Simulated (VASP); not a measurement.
A run of VASP 6.6.1:

The input INCAR:

```
SYSTEM = Sb
PREC = Accurate ; ENCUT = 520
EDIFF = 1E-6 ; ISMEAR = -1
SIGMA = 0.03 ; LREAL = .FALSE.
LASPH = .TRUE. ; NELM = 60
ALGO = Normal ; ISIF = 2
LWAVE = .FALSE. ; LCHARG = .FALSE.
GGA = PS ; NBANDS = 8
```

File KPOINTS:

```
Automatic mesh
0
G
  14 14 14
  0 0 0
```

The input POSCAR:

```
Sb
1.0
    0.0000000000      2.3050000000      2.3050000000
    2.3050000000      0.0000000000      2.3050000000
    2.3050000000      2.3050000000      0.0000000000
Sb
1
Direct
    0.0000000000      0.0000000000      0.0000000000
```

Potentials or basis: VASP PAW PBE potentials, release 64 (Sb).

Run with:

```console
$ cat potpaw_PBE.64/Sb/POTCAR > POTCAR
$ mpirun -np 1 vasp_std > vasp.out
```

Hardware: 1 thread of AMD EPYC 7R13 Processor (Zen 3), with other jobs on the host.

**Question.** Estimate the wall time of this run.

**Answer.** Run time: 11 s on 1 thread of AMD EPYC 7R13 Processor (Zen 3) (shared host), peak memory 0.12 GiB. Counts: scf iterations 9, k points 104.
